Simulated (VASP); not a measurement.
Write the native input for VASP 6.6.1 that does the following.

```yaml
Task: single point
Functional: PBE
Potentials_or_basis: VASP PAW PBE potentials, release 64 (Yb, N)
Cutoff: 520 eV
k_mesh: 11 × 11 × 11
Occupations: fermi-dirac, width 0.08 eV
Spin: no spin polarisation
Dipole_correction: no
Further_INCAR_settings: ALGO = Normal; EDIFF = 1e-07; NBANDS = 22
```

The structure of YbN (zincblende type) lies in POSCAR:

```
YbN
1.0
    0.0000000000      2.5898587453      2.5898587453
    2.5898587453      0.0000000000      2.5898587453
    2.5898587453      2.5898587453      0.0000000000
Yb N
1 1
Direct
    0.0000000000      0.0000000000      0.0000000000
    0.2500000000      0.2500000000      0.2500000000
```

These files were run (other wordings do the same):

INCAR

```
PREC     = Accurate       # precision mode
ENCUT    = 520            # plane-wave cutoff, eV
EDIFF    = 1E-7           # SCF threshold, eV
ISMEAR   = -1             # smearing method
SIGMA    = 0.08           # smearing width, eV
LREAL    = F              # projectors in reciprocal space
LASPH    = T              # aspherical terms in the spheres
NELM     = 100            # most SCF steps
ALGO     = Normal         # electronic algorithm
ISIF     = 2              # what is computed and relaxed
LWAVE    = F              # write WAVECAR
LCHARG   = F              # write CHGCAR
GGA      = PE             # functional
NBANDS   = 22             # bands
```

KPOINTS

```
regular mesh
0
Gamma
  11 11 11
```

Potentials or basis: VASP PAW PBE potentials, release 64 (Yb, N).

Command:

```bash
$ cat potpaw_PBE.64/Yb/POTCAR potpaw_PBE.64/N/POTCAR > POTCAR
$ mpirun -np 1 vasp_std > vasp.out
```

Results of the run:

* Pressure: 0.4 GPa
* Band gap on the k mesh: zero (an odd number of electrons rules out a gap without spin polarisation)

Caveat: spin-orbit coupling is left out, which moves the levels of the heavy elements; an odd number of electrons without spin polarisation forces a metal; a magnetic or distorted state may lie lower.

Run time: 62 s on 1 thread of Intel(R) Xeon(R) Platinum 8488C (Sapphire Rapids), on a shared host, peak memory 0.2 GiB.
